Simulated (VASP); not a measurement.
Mn3Si: single point with LDA

Crystal: Mn3Si.

```
CELL_PARAMETERS angstrom
0.00000 2.86100 2.86100
2.86100 0.00000 2.86100
2.86100 2.86100 0.00000
ATOMIC_POSITIONS crystal
Mn 0.50000 0.50000 0.50000
Mn 0.25000 0.25000 0.25000
Mn 0.75000 0.75000 0.75000
Si 0.00000 0.00000 0.00000
```

```json
{
  "Program": "VASP 6.6.1",
  "Task": "single point",
  "Functional": "LDA",
  "Potentials or basis": "VASP PAW LDA potentials, release 64 (Mn_pv, Si)",
  "Cutoff": "520 eV",
  "k mesh": "10 × 10 × 10",
  "Occupations": "fermi-dirac, width 0.05 eV",
  "Spin": "no spin polarisation",
  "Dipole correction": "no",
  "Further INCAR settings": "ALGO = Normal; EDIFF = 1e-06; NBANDS = 30"
}
```

```yaml
Pressure: -30.4 GPa
Band_gap_on_the_k_mesh: zero (an odd number of electrons rules out a gap without spin polarisation)
```

Levels at points of the mesh, in eV from the Fermi level:
```csv
k point,band 17,band 18,band 19,band 20,band 21,band 22,band 23,band 24,band 25,band 26
"(0.00, 0.00, 0.00)",-2.07,-2.07,0.32,0.32,0.32,0.43,0.43,0.93,0.93,3.48
"(0.50, 0.00, 0.00)",-1.73,-1.73,-0.86,-0.86,-0.83,0.34,0.34,0.51,0.51,0.85
"(0.50, 0.50, 0.00)",-2.19,-1.89,-1.18,-0.49,-0.49,0.01,0.29,0.32,0.82,0.82
```

It took 64 s on 1 thread of Intel(R) Xeon(R) Platinum 8488C (Sapphire Rapids) (shared host), peak memory 0.17 GiB.

Caveat: the cell stands under tension; the run has no spin polarisation, though such a crystal can be magnetic. Spin polarisation is off, so any magnetic state and its effect on volume and gap are missing.
